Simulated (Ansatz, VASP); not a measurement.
## SiC: VASP beside Ansatz

```
Si C
1.0
     0.00000    2.17814    2.17814
     2.17814    0.00000    2.17814
     2.17814    2.17814    0.00000
Si C
1 1
Cartesian
  -0.0144 -0.0144 -0.0144
  3.2672 3.2672 3.2672
```

Change from the starting cell: all Si atoms moved +0.025 Å, as atom 1 towards its neighbour atom 2 (C) at 1.886 Å.

Alike in both runs: task single point; functional r2SCAN; k mesh 10 × 10 × 10; occupations gaussian, width 0.05 eV; no spin polarisation.

|  | VASP | Ansatz |
| --- | --- | --- |
| version | VASP 6.6.1 | Ansatz 0.2.0 |
| potentials or method | VASP PAW PBE potentials, release 64 (Si, C), cutoff 660 eV | scalar-relativistic, plane waves, PAW |
| valence electrons in the cell | 8 | 8 |

VASP gave:

| Property | Result |
| --- | --- |
| gap on the k mesh at the Fermi level (eV) | 1.65 |
| least direct gap on the mesh (eV) | 5.02 |
| pressure (GPa) | -0.3 |
| traceless stress, the component that is largest in VASP (GPa) | 0.91 |
| rms of the force components (eV/Å) | 0.299 |

Task: What did Ansatz give for the same quantities?

Result: gap on the k mesh at the Fermi level (eV): 1.64; least direct gap on the mesh (eV): 5.01; pressure (GPa): 0.1; traceless stress, the component that is largest in VASP (GPa): 0.92; rms of the force components (eV/Å): 0.300.

VASP's potentials were made for PBE, not for r2SCAN. Atom by atom the forces differ by 0.001 eV/Å (rms over components).
